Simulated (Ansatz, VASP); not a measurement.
Ba in VASP and in Ansatz

INCAR

```
  ALGO = Normal
  DIPOL = 0.5 0.5 0.500
  EDIFF = 1E-6
  ENCUT = 520
  GGA = PE
  IDIPOL = 3
  ISIF = 2
  ISMEAR = -1
  LASPH = T
  LCHARG = F
  LDIPOL = T
  LREAL = F
  LWAVE = F
  NBANDS = 22
  NELM = 100
  PREC = Accurate
  SIGMA = 0.05
```

File KPOINTS:

```
k-points
0
Gamma
  9 5 1
```

The input POSCAR:

```
Ba
1.0
    4.3517731883      0.0000000000      0.0000000000
    0.0000000000      7.1064158584      0.0000000000
    0.0000000000      0.0000000000     24.1029000000
Ba
3
Direct
    0.8333333330      0.0000000000      0.4148880193
    0.5000000000      0.5000000000      0.5000000000
    0.1666666670      0.0000000000      0.5851119807
```

Input for Ansatz:

```yaml
crystal:
  lattice:
    - [4.3517731883, 0.0, 0.0]
    - [0.0, 7.1064158584, 0.0]
    - [0.0, 0.0, 24.1029]
  atoms:
    - { symbol: Ba, position: [0.833333333, 0.0, 0.4148880193] }
    - { symbol: Ba, position: [0.5, 0.5, 0.5] }
    - { symbol: Ba, position: [0.166666667, 0.0, 0.5851119807] }
kpoints:
  mp_grid: { grid: [9, 5, 1] }
scf:
  occupations: { method: fermi_dirac, width: 0.05 }
hamiltonian:
  xc: pbe
  pseudopotentials: { kind: paw }
output:
  forces: true
  stress: true
  eigenvalues: true
  populations: true
efield:
  axis: 3
  amplitude: 0
  dipole_correction: true
```

Alike in both runs: task single point; functional PBE; k mesh 9 × 5 × 1; occupations fermi-dirac, width 0.05 eV; no spin polarisation.

|  | VASP | Ansatz |
| --- | --- | --- |
| version | VASP 6.6.1 | Ansatz 0.2.0 |
| potentials or method | VASP PAW PBE potentials, release 64 (Ba_sv) | PAW with Ansatz's default frozen-core files, scalar-relativistic |
| plane-wave cutoff (eV) | 520 | 420 |
| valence electrons in the cell | 30 | 30 |

```csv
,VASP,Ansatz,Ansatz less VASP
rms of the force components (eV/Å),0.084,0.087,+0.0030
```

Atom by atom the forces differ by 0.003 eV/Å (rms over components). With one functional, cell and mesh, what is left measures potentials, basis and numerics.

Neither program's run includes spin-orbit coupling.
